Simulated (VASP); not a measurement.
Input of a VASP 6.6.1 run:

The input INCAR:

```
SYSTEM = GaSb
PREC     = Accurate       ! precision mode
ENCUT    = 520            ! plane-wave cutoff, eV
EDIFF    = 1E-6           ! SCF threshold, eV
ISMEAR   = -1             ! smearing method
SIGMA    = 0.05           ! smearing width, eV
LREAL    = .FALSE.        ! projectors in reciprocal space
LASPH    = .TRUE.         ! aspherical terms in the spheres
NELM     = 80             ! most SCF steps
ALGO     = Normal         ! electronic algorithm
ISIF     = 2              ! what is computed and relaxed
LWAVE    = .FALSE.        ! write WAVECAR
LCHARG   = .FALSE.        ! write CHGCAR
GGA      = CA             ! functional
NBANDS   = 16             ! bands
```

KPOINTS

```
regular mesh
0
G
  10 10 10
  0 0 0
```

The input POSCAR:

```
GaSb
1.0
   -2.8074366121      2.8074366121      1.6219052539
    2.8074366121     -2.8074366121      1.6219052539
    2.8074366121      2.8074366121     -1.6219052539
Sb Ga
1 1
Direct
    0.0000000000      0.0000000000      0.0000000000
    0.7500000000      0.2500000000      0.5000000000
```

Potentials or basis: VASP PAW LDA potentials, release 64 (Sb, Ga_d).

Run with:

```bash
$ cat potpaw_LDA.64/Sb/POTCAR potpaw_LDA.64/Ga_d/POTCAR > POTCAR
$ mpirun -np 1 vasp_std > vasp.out
```

(1) Predict the pressure.

(2) What does it give for the band gap on the k mesh?

## Answers

(1) -6.5 GPa.

(2) zero (band 9 reaches 7.52 eV, above the bottom of band 10 at 3.25 eV).

Caveat: spin-orbit coupling is left out, which moves the levels of the heavy elements.
